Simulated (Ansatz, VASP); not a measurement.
**Two plane-wave programs on ZnCd4S**

```
Zn Cd S
1.0
     4.44552    0.00000    0.00000
     0.00000    4.44552    0.00000
     0.00000    0.00000    7.15711
Zn Cd S
1 4 1
Direct
  0.00000 0.00000 0.00000
  0.50000 0.00000 0.76731
  0.00000 0.50000 0.23269
  0.50000 0.00000 0.23269
  0.00000 0.50000 0.76731
  0.50000 0.50000 0.50000
```

Change from the starting cell: species swapped into the GdYH4 type (P4/mmm, No. 123).

Alike in both runs: functional PBE; k mesh 4 × 4 × 4; occupations gaussian, width 0.1 eV; no spin polarisation.

Ansatz relaxed the structure, and its values are those at the end. VASP's run is a single point on that final structure, the one shown.

```csv
,VASP,Ansatz
version,VASP 6.6.1,Ansatz 0.2.0
potentials or method,"VASP PAW PBE potentials, release 64 (Zn, Cd, S), cutoff 520 eV","scalar-relativistic, plane waves, PAW"
valence electrons in the cell,66,98
```

```tsv
	VASP	Ansatz	Ansatz less VASP
gap on the k mesh at the Fermi level (eV)	none	none	-
pressure (GPa)	0.2	0.0	-0.24
```

A gap of «none» marks a metal or a gap that the smearing closes. With one functional, cell and mesh, what is left measures potentials, basis and numerics. VASP's potentials hold 66 valence electrons a cell and Ansatz's 98, so a difference there can come from the potentials and not from the codes.
